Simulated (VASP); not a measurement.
Si, 5 atoms in the cell. The cell holds a slab with vacuum, 5 atoms: a = 3.820 Å, b = 3.820 Å, c = 21.065 Å, α = 90.00°, β = 90.00°, γ = 90.00°. 

```yaml
Program: VASP 6.6.1
Task: single point
Functional: LDA
Potentials_or_basis: VASP PAW LDA potentials, release 64 (Si)
Cutoff: 520 eV
k_mesh: 7 × 7 × 1
Occupations: gaussian, width 0.05 eV
Spin: collinear spin
Starting_moments: "[0.0, 0.0, 0.0, 0.0, 2.0] μB"
Dipole_correction: yes
Further_INCAR_settings: ALGO = Normal; EDIFF = 1e-06; NBANDS = 22
```

Potentials or basis: VASP PAW LDA potentials, release 64 (Si).

The run is started by

```bash
$ cat potpaw_LDA.64/Si/POTCAR > POTCAR
$ mpirun -np 1 vasp_std > vasp.out
```

Hardware: 1 thread of AMD EPYC 7R43 64-Core Processor (Zen 3), on a shared host.

Task: How long does it take, and how much memory?

Result: It took 7.9 min on 1 thread of AMD EPYC 7R43 64-Core Processor (Zen 3), with other jobs on the host, peak memory 0.41 GiB. Counts: scf iterations 29, k points 25.
